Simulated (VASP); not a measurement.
Wanted: the native input for a VASP 6.6.1 run.

| Property | Result |
| --- | --- |
| Task | relaxation of cell and atoms |
| Functional | PBE |
| Potentials or basis | VASP PAW PBE potentials, release 64 (Nb_sv) |
| Cutoff | 600 eV |
| k mesh | 19 × 19 × 19 |
| Occupations | fermi-dirac, width 0.1 eV |
| Spin | no spin polarisation |
| Target pressure | 200 GPa |
| Dipole correction | no |
| Further INCAR settings | ALGO = Normal; EDIFF = 1e-06; IBRION = 2; EDIFFG = -0.005; NSW = 32; ISIF = 3 |

The structure of Nb lies in POSCAR:

```
Nb
1.0
   -1.4081358366      1.4081358366      1.4081358366
    1.4081358366     -1.4081358366      1.4081358366
    1.4081358366      1.4081358366     -1.4081358366
Nb
1
Direct
    0.0000000000      0.0000000000      0.0000000000
```

One way to write it, as run:

INCAR

```
SYSTEM = Nb
PREC     = Accurate       ! precision mode
ENCUT    = 600            ! plane-wave cutoff, eV
EDIFF    = 1E-6           ! SCF threshold, eV
ISMEAR   = -1             ! smearing method
SIGMA    = 0.1            ! smearing width, eV
LREAL    = .FALSE.        ! projectors in reciprocal space
LASPH    = .TRUE.         ! aspherical terms in the spheres
NELM     = 60             ! most SCF steps
ALGO     = Normal         ! electronic algorithm
ISIF     = 3              ! what is computed and relaxed
LWAVE    = .FALSE.        ! write WAVECAR
LCHARG   = .FALSE.        ! write CHGCAR
GGA      = PE             ! functional
IBRION   = 2              ! ionic algorithm
NSW      = 32             ! ionic steps
EDIFFG   = -0.005         ! ionic threshold
PSTRESS  = 2000.0
```

KPOINTS

```
Automatic mesh
0
G
  19 19 19
  0 0 0
```

Potentials or basis: VASP PAW PBE potentials, release 64 (Nb_sv).

Command:

```console
$ cat potpaw_PBE.64/Nb_sv/POTCAR > POTCAR
$ mpirun -np 1 vasp_std > vasp.out
```

It gave:

The relaxed volume is 11.17 Å³/atom and the relaxed cell is a = 2.439 Å, b = 2.439 Å, c = 2.439 Å, α = 109.47°, β = 109.47°, γ = 109.47°. The space group after relaxing (to 0.1 Å) is Im-3m (No. 229), the energy change on relaxing (the run minimises the enthalpy) is -6.1 meV/atom and the ionic steps are 3. The pressure after relaxing is 200.0 GPa and the band gap on the k mesh is zero (an odd number of electrons rules out a gap without spin polarisation).

Caveat: the cell is relaxed towards a set pressure, so the run minimises the enthalpy, not the energy.

It took 25 s on 1 thread of Intel(R) Xeon(R) 6975P-C (Granite Rapids), with other jobs on the host, peak memory 0.15 GiB.
